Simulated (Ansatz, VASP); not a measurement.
# Al5Cl2: VASP beside Ansatz

File INCAR:

```
SYSTEM = Al5Cl2
PREC     = Accurate       ! precision mode
ENCUT    = 600            ! plane-wave cutoff, eV
EDIFF    = 1E-7           ! SCF threshold, eV
ISMEAR   = 0              ! smearing method
SIGMA    = 0.1            ! smearing width, eV
LREAL    = .False.        ! projectors in reciprocal space
LASPH    = .True.         ! aspherical terms in the spheres
NELM     = 100            ! most SCF steps
ALGO     = Normal         ! electronic algorithm
ISIF     = 3              ! what is computed and relaxed
LWAVE    = .False.        ! write WAVECAR
LCHARG   = .False.        ! write CHGCAR
GGA      = PE             ! functional
IBRION   = 2              ! ionic algorithm
NSW      = 90             ! ionic steps
EDIFFG   = -0.04          ! ionic threshold
```

The input KPOINTS:

```
regular mesh
0
Gamma
  6 6 4
  0 0 0
```

Contents of POSCAR:

```
Al5Cl2
1.0
    5.5372638546      0.0000000000      0.0000000000
   -2.7686319273      4.7954111656      0.0000000000
    0.0000000000      0.0000000000      5.4393884991
Al Cl
5 2
Direct
    0.0000000000      0.0000000000      0.0000000000
    0.0000000000      0.0000000000      0.5000000000
    0.5000000000      0.0000000000      0.5000000000
    0.0000000000      0.5000000000      0.5000000000
    0.5000000000      0.5000000000      0.5000000000
    0.3333333333      0.6666666667      0.0000000000
    0.6666666667      0.3333333333      0.0000000000
```

Input for Ansatz:

```yaml
crystal:
  lattice:
    - [5.5372638546, 0.0, 0.0]
    - [-2.7686319273, 4.7954111656, 0.0]
    - [0.0, 0.0, 5.4393884991]
  atoms:
    - { symbol: Al, position: [0.0, 0.0, 0.0] }
    - { symbol: Al, position: [0.0, 0.0, 0.5] }
    - { symbol: Al, position: [0.5, 0.0, 0.5] }
    - { symbol: Al, position: [0.0, 0.5, 0.5] }
    - { symbol: Al, position: [0.5, 0.5, 0.5] }
    - { symbol: Cl, position: [0.3333333333, 0.6666666667, 0.0] }
    - { symbol: Cl, position: [0.6666666667, 0.3333333333, 0.0] }
basis:
  ecutwfc: 420
kpoints:
  mp_grid: { grid: [6, 6, 4] }
hamiltonian:
  xc: pbe
scf:
  occupations: { method: gaussian, width: 0.1 }
  lower_state_search: "off"
output:
  forces: true
  stress: true
  eigenvalues: true
relax:
  adjacent_minimum: "off"
  f_tol: 0.04
  max_steps: 70
  cell: { stress_tol: 0.4 }
```

Alike in both runs: task relaxation of cell and atoms; functional PBE; k mesh 6 × 6 × 4; occupations gaussian, width 0.1 eV; no spin polarisation.

|  | VASP | Ansatz |
| --- | --- | --- |
| version | VASP 6.6.1 | Ansatz 0.2.0 |
| potentials or method | VASP PAW PBE potentials, release 64 (Al, Cl), cutoff 600 eV | scalar-relativistic, plane waves, PAW |
| valence electrons in the cell | 29 | 29 |

Ansatz gave:

* gap on the k mesh at the Fermi level, each at its own relaxed structure (eV): none
* relaxed volume (Å³/atom): 20.34
* relaxed length of the cell vector where the two differ most in proportion (Å): 5.344

Question: What did VASP give for the same quantities?

Answer: gap on the k mesh at the Fermi level, each at its own relaxed structure (eV): none; relaxed volume (Å³/atom): 20.28; relaxed length of the cell vector where the two differ most in proportion (Å): 5.337.

A gap of «none» marks a metal or a gap that the smearing closes.
